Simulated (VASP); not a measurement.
# LiFeN (P-6m2) in VASP: notebook

LiFeN is run at these levels: LDA+U; tasks: single point.

Everything below comes from runs of VASP 6.6.1. Logs are shortened: lines on timing, memory, paths and dates and some standing lists are left out, and cuts for length are marked.

## 1. The cell of the first run

It takes space group P-6m2 (No. 187, hexagonal). Conventional cell: a = 3.101 Å, b = 3.101 Å, c = 4.145 Å, α = 90.00°, β = 90.00°, γ = 120.00°. Li (site symmetry -6m2) has 2 N at 2.07 Å and 6 Fe at 2.74 Å within 2.8 Å. Fe (site symmetry -6m2) has 3 N at 1.79 Å within 2.4 Å. N (site symmetry -6m2) has 3 Fe at 1.79 Å and 2 Li at 2.07 Å within 2.4 Å.

## 2. Single point, LDA+U, collinear spin, ferromagnetic start

File INCAR:

```
SYSTEM = LiFeN
ALGO     = Normal         ! electronic algorithm
EDIFF    = 1E-6           ! SCF threshold, eV
ENCUT    = 520            ! plane-wave cutoff, eV
GGA      = CA             ! functional
ISIF     = 2              ! what is computed and relaxed
ISMEAR   = -1             ! smearing method
ISPIN    = 2              ! spin polarisation
LASPH    = .TRUE.         ! aspherical terms in the spheres
LCHARG   = .FALSE.        ! write CHGCAR
LDAU     = .TRUE.         ! DFT+U
LDAUJ    = 0 0 0        
LDAUL    = -1 2 -1        ! shell
LDAUPRINT= 1            
LDAUTYPE = 2            
LDAUU    = 0 3.5 0        ! U, eV
LMAXMIX  = 4              ! l up to which the mixer works
LORBIT   = 11             ! projections on sites
LREAL    = .FALSE.        ! projectors in reciprocal space
LWAVE    = .FALSE.        ! write WAVECAR
MAGMOM   = 0 2.4 0        ! initial moments
NBANDS   = 19             ! bands
NELM     = 150            ! most SCF steps
PREC     = Accurate       ! precision mode
SIGMA    = 0.05           ! smearing width, eV
```

File KPOINTS:

```
k-points
0
G
  13 13 8
  0 0 0
```

File POSCAR:

```
LiFeN
1.0
    3.1006000000      0.0000000000      0.0000000000
   -1.5503000000      2.6851990000      0.0000000000
    0.0000000000      0.0000000000      4.1453390000
Li Fe N
1 1 1
Direct
    0.3333333333      0.6666666667      0.0000000000
    0.6666666667      0.3333333333      0.5000000000
    0.3333333333      0.6666666667      0.5000000000
```

Potentials or basis: VASP PAW LDA potentials, release 64 (Li_sv, Fe, N).

Run with:

```sh
cat potpaw_LDA.64/Li_sv/POTCAR potpaw_LDA.64/Fe/POTCAR potpaw_LDA.64/N/POTCAR > POTCAR
mpirun -np 1 vasp_std > vasp.out
```

OUTCAR:

```text
SYSTEM = LiFeN
   EDIFF = 1E-6
   ENCUT = 520
   GGA = CA
   ISIF = 2
   ISMEAR = -1
   ISPIN = 2
   LASPH = .TRUE.
   LORBIT = 11
   LREAL = .FALSE.
   NELM = 150
   PREC = Accurate

 ion  position               nearest neighbor table
   1  0.333  0.667  0.000-   3 2.07   3 2.07   2 2.74   2 2.74   2 2.74   2 2.74   2 2.74   2 2.74

   2  0.667  0.333  0.500-   3 1.79   3 1.79   3 1.79   1 2.74   1 2.74   1 2.74   1 2.74   1 2.74
                             1 2.74
   3  0.333  0.667  0.500-   2 1.79   2 1.79   2 1.79   1 2.07   1 2.07

  LATTYP: Found a hexagonal cell.
 ALAT       =     3.1006000000
 C/A-ratio  =     1.3369473650

  Lattice vectors:

 A1 = (   3.1006000000,   0.0000000000,   0.0000000000)
 A2 = (  -1.5503000000,   2.6851990000,   0.0000000000)
 A3 = (   0.0000000000,   0.0000000000,   4.1453390000)

Analysis of symmetry for initial positions (statically):
=====================================================================
 Subroutine PRICEL returns:
 Original cell was already a primitive cell.

 Routine SETGRP: Setting up the symmetry group for a
 hexagonal supercell.

 Subroutine GETGRP returns: Found 12 space group operations
 (whereof 12 operations were pure point group operations)
 out of a pool of 24 trial point group operations.

The static configuration has the point symmetry D_3h.

Analysis of symmetry for dynamics (positions and initial velocities):
=====================================================================
 Subroutine PRICEL returns:
 Original cell was already a primitive cell.

 Routine SETGRP: Setting up the symmetry group for a
 hexagonal supercell.

 Subroutine GETGRP returns: Found 12 space group operations
 (whereof 12 operations were pure point group operations)
 out of a pool of 24 trial point group operations.

[... 174 lines left out ...]
 -0.0000 -0.0000  0.7612  0.0000  0.0000
 -0.0000 -0.0000  0.0000  0.1243  0.0000
  0.0000  0.0000  0.0000  0.0000  0.4149

 occupancies and eigenvectors

  o =  0.1243  v =  0.0000  0.0000  0.0000  0.0000  0.0000  0.0000 -0.0000 -0.0000 -1.0000 -0.0000      0.0000  0.0000  0.0000  0.0000  0.0000  0.0000  0.0000  0.0000  0.0000  0.0000
  o =  0.1243  v =  0.0000  0.0000  0.0000  0.0000  0.0000  0.0000 -1.0000  0.0000  0.0000  0.0000      0.0000  0.0000  0.0000  0.0000  0.0000  0.0000  0.0000  0.0000  0.0000  0.0000
  o =  0.4149  v =  0.0000  0.0000  0.0000  0.0000  0.0000  0.0000  0.0000 -0.0000  0.0000  1.0000      0.0000  0.0000  0.0000  0.0000  0.0000  0.0000  0.0000  0.0000  0.0000  0.0000
  o =  0.4149  v =  0.0000  0.0000  0.0000  0.0000  0.0000  1.0000  0.0000  0.0000  0.0000  0.0000      0.0000  0.0000  0.0000  0.0000  0.0000  0.0000  0.0000  0.0000  0.0000  0.0000
  o =  0.7612  v =  0.0000  0.0000  0.0000  0.0000  0.0000  0.0000  0.0000  1.0000  0.0000  0.0000      0.0000  0.0000  0.0000  0.0000  0.0000  0.0000  0.0000  0.0000  0.0000  0.0000
  o =  0.8744  v = -0.0000 -0.0000 -1.0000  0.0000  0.0000  0.0000  0.0000  0.0000  0.0000  0.0000      0.0000  0.0000  0.0000  0.0000  0.0000  0.0000  0.0000  0.0000  0.0000  0.0000
  o =  0.9086  v =  1.0000 -0.0000 -0.0000 -0.0000 -0.0001  0.0000  0.0000  0.0000  0.0000  0.0000      0.0000  0.0000  0.0000  0.0000  0.0000  0.0000  0.0000  0.0000  0.0000  0.0000
  o =  0.9086  v = -0.0001  0.0000 -0.0000  0.0000 -1.0000  0.0000  0.0000  0.0000  0.0000  0.0000      0.0000  0.0000  0.0000  0.0000  0.0000  0.0000  0.0000  0.0000  0.0000  0.0000
  o =  0.9593  v =  0.0000  0.0000  0.0000  1.0000  0.0000  0.0000  0.0000  0.0000  0.0000  0.0000      0.0000  0.0000  0.0000  0.0000  0.0000  0.0000  0.0000  0.0000  0.0000  0.0000
  o =  0.9593  v = -0.0000 -1.0000  0.0000  0.0000 -0.0000  0.0000  0.0000  0.0000  0.0000  0.0000      0.0000  0.0000  0.0000  0.0000  0.0000  0.0000  0.0000  0.0000  0.0000  0.0000

 number of electron      15.9999987 magnetization       2.9490389

 Free energy of the ion-electron system (eV)
  ---------------------------------------------------
  ext. energy  EPLUGINS =         0.00000000
  ---------------------------------------------------
  free energy    TOTEN  =       -18.07384316 eV

  energy without entropy =      -18.06276748  energy(sigma->0) =      -18.06830532

 E-fermi :   4.0903     XC(G=0): -10.4994

 val. band max:        4.0885252420   @ k =   0.3077  -0.0000   0.0000
 cond. band min:       4.0918423116   @ k =   0.2308   0.1538   0.5000
 fundamental gap:      0.0033170697
 Fermi energy:         4.0902565916

 spin component 1

 k-point     1 :       0.0000    0.0000    0.0000
  band No.  band energies     occupation
      1     -41.0690      1.00000
      2     -12.0546      1.00000
      3      -3.6677      1.00000
      4      -3.6677      1.00000
      5      -0.9551      1.00000
      6      -0.4835      1.00000
[... 1049 lines left out ...]
     18      20.6371      0.00000
     19      22.3578      0.00000

 [... further k-points ...]
[... 5 lines left out ...]
  --------------------------------------------------------------------------------------
  -------------------------------------------------------------------------------------
  Total        3.3129044      3.3129060     -1.2043666     -0.0000000     -0.0000000      0.0000000
  in kB      153.7932283    153.7933009    -55.9096806     -0.0000000     -0.0000000      0.0000000
  external PRESSURE =      83.8922829 kB  Pullay stress =       0.0000000 kB

 VOLUME and BASIS-vectors are now :
 -----------------------------------------------------------------------------
  energy-cutoff  :      520.00
  volume of cell :       34.51
      direct lattice vectors                 reciprocal lattice vectors
     3.100600000  0.000000000  0.000000000     0.322518222  0.186205939  0.000000000
    -1.550300000  2.685199000  0.000000000     0.000000000  0.372411877  0.000000000
     0.000000000  0.000000000  4.145339000     0.000000000  0.000000000  0.241234794

 POSITION                                       TOTAL-FORCE (eV/Angst)
 -----------------------------------------------------------------------------------
     -0.00000      1.79013      0.00000         0.000000      0.000000      0.000000
      1.55030      0.89507      2.07267        -0.000000     -0.000000      0.000000
     -0.00000      1.79013      2.07267        -0.000000      0.000000      0.000000
 -----------------------------------------------------------------------------------
    total drift:                                0.000000      0.000008      0.000000

  FREE ENERGIE OF THE ION-ELECTRON SYSTEM (eV)
  ---------------------------------------------------
  free  energy   TOTEN  =       -18.0738431561 eV

  energy  without entropy=      -18.0627674836  energy(sigma->0) =      -18.06830532

 total charge

# of ion       s       p       d       tot
------------------------------------------
    1        2.027   0.087   0.000   2.114
    2        0.557   0.703   6.411   7.671
    3        1.248   2.486   0.000   3.734
--------------------------------------------------
tot          3.833   3.275   6.411  13.519

 magnetization (x)

# of ion       s       p       d       tot
------------------------------------------
    1       -0.001  -0.005   0.000  -0.006
    2        0.035   0.075   2.768   2.877
    3        0.006   0.055   0.000   0.061
--------------------------------------------------
tot          0.039   0.124   2.768   2.931
```

stdout:

```text
POSCAR found type information on POSCAR LiFeN
 POSCAR found :  3 types and       3 ions
 scaLAPACK will be used
 LDA part: xc-table for (Slater(with rela. corr.)+CA(PZ))
 , standard interpolation
 POSCAR, INCAR and KPOINTS ok, starting setup
 FFT: planning ... GRIDC
 FFT: planning ... GRID_SOFT
 FFT: planning ... GRID
 WAVECAR not read
 entering main loop
```

It took 2.7 min on 1 thread of Oxide Virtual Turin-like, shared host; peak memory 0.19 GiB.

Results:

```yaml
Free_energy: -18.0738 eV
Net_moment: 2.95 μB per cell
Site_moments: Li -0.01; Fe +2.88; N +0.06 μB
Valence_electrons_inside_the_program's_atomic_spheres: Li 2.11; Fe 7.67; N 3.73
```

Levels at points of the mesh, in eV from the Fermi level:
Spin up:
```tsv
k point	band 8	band 9	band 10	band 11	band 12	band 13
(0.00, 0.00, 0.00)	-4.42	0.93	2.28	2.28	7.84	8.77
(0.00, 0.00, 0.50)	-3.70	2.20	2.33	2.33	4.18	11.27
```
Spin down:
```
           k point  band 3  band 4  band 5  band 6  band 7  band 8  band 9  band 10
(0.00, 0.00, 0.00)   -5.56   -5.56   -4.74   -3.30    1.23    1.23    1.92     4.83
(0.00, 0.00, 0.50)   -5.54   -5.54   -5.40   -1.72    1.14    1.14    2.24     4.73
```

Eigenvalues of the final occupation matrices:
| site | spin | trace | eigenvalues |
| --- | --- | --- | --- |
| site 2 d | 1 | 4.61 | 0.87 0.91 0.91 0.96 0.96 |
| site 2 d | 2 | 1.84 | 0.12 0.12 0.41 0.41 0.76 |

Caveat: the cutoff is under 1.25 times the usual one of these potentials, so pressure, stress and relaxed cells hold a basis-set (Pulay) error; a cell with one magnetic atom can't hold antiferromagnetic order, which such compounds often take.

## 3. Single point, LDA+U, collinear spin, ferromagnetic start

File INCAR:

```
SYSTEM = LiFeN
PREC     = Accurate       ! precision mode
ENCUT    = 520            ! plane-wave cutoff, eV
EDIFF    = 1E-6           ! SCF threshold, eV
ISMEAR   = -1             ! smearing method
SIGMA    = 0.05           ! smearing width, eV
LREAL    = .False.        ! projectors in reciprocal space
LASPH    = .True.         ! aspherical terms in the spheres
NELM     = 150            ! most SCF steps
ALGO     = Normal         ! electronic algorithm
ISIF     = 2              ! what is computed and relaxed
LWAVE    = .False.        ! write WAVECAR
LCHARG   = .False.        ! write CHGCAR
ISPIN    = 2              ! spin polarisation
MAGMOM   = 0 2.4 0        ! initial moments
LORBIT   = 11             ! projections on sites
LMAXMIX  = 4              ! l up to which the mixer works
LDAU     = .True.         ! DFT+U
LDAUTYPE = 2            
LDAUL    = -1 2 -1        ! shell
LDAUU    = 0 3.5 0        ! U, eV
LDAUJ    = 0 0 0        
LDAUPRINT= 1            
NBANDS   = 19             ! bands
```

File KPOINTS:

```
Automatic mesh
0
Gamma
  13 13 8
  0 0 0
```

File POSCAR:

```
LiFeN
1.0
    3.1212706667      0.0000000000      0.0000000000
   -1.5606353333      2.7031003267      0.0000000000
    0.0000000000      0.0000000000      4.0906156528
Li Fe N
1 1 1
Direct
    0.3333333333      0.6666666667      0.0000000000
    0.6666666667      0.3333333333      0.5000000000
    0.3333333333      0.6666666667      0.5000000000
```

Potentials or basis: VASP PAW LDA potentials, release 64 (Li_sv, Fe, N).

Run with:

```sh
cat potpaw_LDA.64/Li_sv/POTCAR potpaw_LDA.64/Fe/POTCAR potpaw_LDA.64/N/POTCAR > POTCAR
mpirun -np 1 vasp_std > vasp.out
```

Wall time 86 s (1 thread of Oxide Virtual Turin-like, shared host); peak memory 0.19 GiB.

It converged, with:

```yaml
Free_energy: -18.1302 eV
Net_moment: 3.11 μB per cell
Site_moments: Li -0.01; Fe +3.00; N +0.08 μB
Valence_electrons_inside_the_program's_atomic_spheres: Li 2.12; Fe 7.62; N 3.73
```

Levels at points of the mesh, in eV from the Fermi level:
Spin up:
```
           k point  band 7  band 8  band 9  band 10  band 11  band 12  band 13  band 14
(0.00, 0.00, 0.00)   -4.49   -4.49    0.91     2.08     2.08     8.04     8.84    12.58
(0.00, 0.00, 0.50)   -4.52   -3.72    2.13     2.13     2.30     4.18    11.48    11.80
```
Spin down:
```tsv
k point	band 2	band 3	band 4	band 5	band 6	band 7	band 8	band 9	band 10	band 11
(0.00, 0.00, 0.00)	-15.67	-5.37	-5.37	-4.63	-3.25	1.25	1.25	1.94	4.81	4.81
(0.00, 0.00, 0.50)	-15.70	-5.34	-5.34	-5.30	-1.64	1.16	1.16	2.37	4.76	4.87
```

Eigenvalues of the final occupation matrices:
| site | spin | trace | eigenvalues |
| --- | --- | --- | --- |
| site 2 d | 1 | 4.65 | 0.88 0.93 0.93 0.96 0.96 |
| site 2 d | 2 | 1.77 | 0.12 0.12 0.38 0.38 0.77 |

Caveat: the cutoff is under 1.25 times the usual one of these potentials, so pressure, stress and relaxed cells hold a basis-set (Pulay) error; a cell with one magnetic atom can't hold antiferromagnetic order, which such compounds often take. The state reached can hang on the start; a lower one may exist.

## 4. Single point, LDA+U, collinear spin, ferromagnetic start

This run uses another cell than the first one, of the same volume but with other edges.

File INCAR:

```
SYSTEM = LiFeN
PREC = Accurate
ENCUT = 520
EDIFF = 1E-6
ISMEAR = -1
SIGMA = 0.05
LREAL = .FALSE.
LASPH = .TRUE.
NELM = 150
ALGO = Normal
ISIF = 2
LWAVE = .FALSE.
LCHARG = .FALSE.
ISPIN = 2
MAGMOM = 0 2.4 0
LORBIT = 11
LMAXMIX = 4
LDAU = .TRUE.
LDAUTYPE = 2
LDAUL = -1 2 -1
LDAUU = 0 3.5 0
LDAUJ = 0 0 0
LDAUPRINT = 1
NBANDS = 19
```

File KPOINTS:

```
regular mesh
0
G
  13 13 8
  0 0 0
```

File POSCAR:

```
LiFeN
1.0
    3.1419413333      0.0000000000      0.0000000000
   -1.5709706667      2.7210016533      0.0000000000
    0.0000000000      0.0000000000      4.0369688149
Li Fe N
1 1 1
Direct
    0.3333333333      0.6666666667      0.0000000000
    0.6666666667      0.3333333333      0.5000000000
    0.3333333333      0.6666666667      0.5000000000
```

Potentials or basis: VASP PAW LDA potentials, release 64 (Li_sv, Fe, N).

Run with:

```sh
cat potpaw_LDA.64/Li_sv/POTCAR potpaw_LDA.64/Fe/POTCAR potpaw_LDA.64/N/POTCAR > POTCAR
mpirun -np 1 vasp_std > vasp.out
```

OUTCAR:

```text
SYSTEM = LiFeN
   PREC = Accurate
   ENCUT = 520
   EDIFF = 1E-6
   ISMEAR = -1
   LREAL = .FALSE.
   LASPH = .TRUE.
   NELM = 150
   ISIF = 2
   ISPIN = 2
   LORBIT = 11

 ion  position               nearest neighbor table
   1  0.333  0.667  0.000-   3 2.02   3 2.02   2 2.71   2 2.71   2 2.71   2 2.71   2 2.71   2 2.71

   2  0.667  0.333  0.500-   3 1.81   3 1.81   3 1.81   1 2.71   1 2.71   1 2.71   1 2.71   1 2.71
                             1 2.71
   3  0.333  0.667  0.500-   2 1.81   2 1.81   2 1.81   1 2.02   1 2.02

  LATTYP: Found a hexagonal cell.
 ALAT       =     3.1419413333
 C/A-ratio  =     1.2848644792

  Lattice vectors:

 A1 = (   3.1419413333,   0.0000000000,   0.0000000000)
 A2 = (  -1.5709706667,   2.7210016533,   0.0000000000)
 A3 = (   0.0000000000,   0.0000000000,   4.0369688149)

Analysis of symmetry for initial positions (statically):
=====================================================================
 Subroutine PRICEL returns:
 Original cell was already a primitive cell.

 Routine SETGRP: Setting up the symmetry group for a
 hexagonal supercell.
[... 233 lines left out ...]
      3      -3.6665      1.00000
      4      -3.6665      1.00000
      5      -0.8127      1.00000
      6      -0.5793      1.00000
[... 1049 lines left out ...]
     18      20.9337      0.00000
     19      22.4178      0.00000

 [... further k-points ...]
[... 5 lines left out ...]
  --------------------------------------------------------------------------------------
  -------------------------------------------------------------------------------------
  Total        2.8728487      2.8728500     -0.4894007     -0.0000000      0.0000000     -0.0000000
  in kB      133.3647511    133.3648139    -22.7191933     -0.0000000      0.0000000     -0.0000000
  external PRESSURE =      81.3367906 kB  Pullay stress =       0.0000000 kB

 VOLUME and BASIS-vectors are now :
 -----------------------------------------------------------------------------
  energy-cutoff  :      520.00
  volume of cell :       34.51
      direct lattice vectors                 reciprocal lattice vectors
     3.141941333  0.000000000  0.000000000     0.318274561  0.183755860  0.000000000
    -1.570970667  2.721001653  0.000000000     0.000000000  0.367511721  0.000000000
     0.000000000  0.000000000  4.036968815     0.000000000  0.000000000  0.247710608

 POSITION                                       TOTAL-FORCE (eV/Angst)
 -----------------------------------------------------------------------------------
     -0.00000      1.81400      0.00000        -0.000000     -0.000000      0.000000
      1.57097      0.90700      2.01848        -0.000000      0.000000      0.000000
     -0.00000      1.81400      2.01848         0.000000     -0.000000      0.000000
 -----------------------------------------------------------------------------------
    total drift:                                0.000000      0.000008      0.000000

  FREE ENERGIE OF THE ION-ELECTRON SYSTEM (eV)
  ---------------------------------------------------
  free  energy   TOTEN  =       -18.1790695768 eV

  energy  without entropy=      -18.1692125381  energy(sigma->0) =      -18.17414106

 total charge

# of ion       s       p       d       tot
------------------------------------------
    1        2.031   0.093   0.000   2.124
    2        0.539   0.679   6.346   7.565
    3        1.244   2.487   0.000   3.731
--------------------------------------------------
tot          3.815   3.259   6.346  13.420

 magnetization (x)

# of ion       s       p       d       tot
------------------------------------------
    1       -0.001  -0.003   0.000  -0.004
    2        0.040   0.086   2.962   3.088
    3        0.008   0.081   0.000   0.089
--------------------------------------------------
tot          0.047   0.164   2.962   3.173
```

Wall time 2.2 min (1 thread of Oxide Virtual Turin-like, shared host); peak memory 0.19 GiB.

What came out:

| Item | Value |
| --- | --- |
| Free energy | -18.1791 eV |
| Net moment | 3.22 μB per cell |
| Site moments | Li -0.00; Fe +3.09; N +0.09 μB |
| Valence electrons inside the program's atomic spheres | Li 2.12; Fe 7.57; N 3.73 |

Eigenvalues of the final occupation matrices:
```csv
site,spin,trace,eigenvalues
site 2 d,1,4.67,0.88 0.94 0.94 0.96 0.96
site 2 d,2,1.71,0.11 0.11 0.36 0.36 0.77
```

Caveat: the cutoff is under 1.25 times the usual one of these potentials, so pressure, stress and relaxed cells hold a basis-set (Pulay) error; a cell with one magnetic atom can't hold antiferromagnetic order, which such compounds often take. The state reached can hang on the start; a lower one may exist.

## 5. The runs side by side

| cell | gap on the mesh (eV) | moment (μB) |
| --- | --- | --- |
| a = 3.101, b = 3.101, c = 4.145 Å, angles 90.0, 90.0, 120.0°, 3 atoms | none | 2.95 |
| a = 3.121, b = 3.121, c = 4.091 Å, angles 90.0, 90.0, 120.0°, 3 atoms | none | 3.11 |
| a = 3.142, b = 3.142, c = 4.037 Å, angles 90.0, 90.0, 120.0°, 3 atoms | none | 3.22 |

Alike in all rows: task single point; level LDA+U; potentials or basis VASP PAW LDA potentials, release 64 (Li_sv, Fe, N); spin collinear, ferromagnetic start; Fe d U = 3.5 eV; k mesh 13 × 13 × 8; cutoff (eV) 520; smearing fermi-dirac 0.05 eV.

Caveats: the cutoff is under 1.25 times the usual one of these potentials, so pressure, stress and relaxed cells hold a basis-set (Pulay) error; a cell with one magnetic atom can't hold antiferromagnetic order, which such compounds often take.

Absolute energies hang on the potentials; compare differences alone.
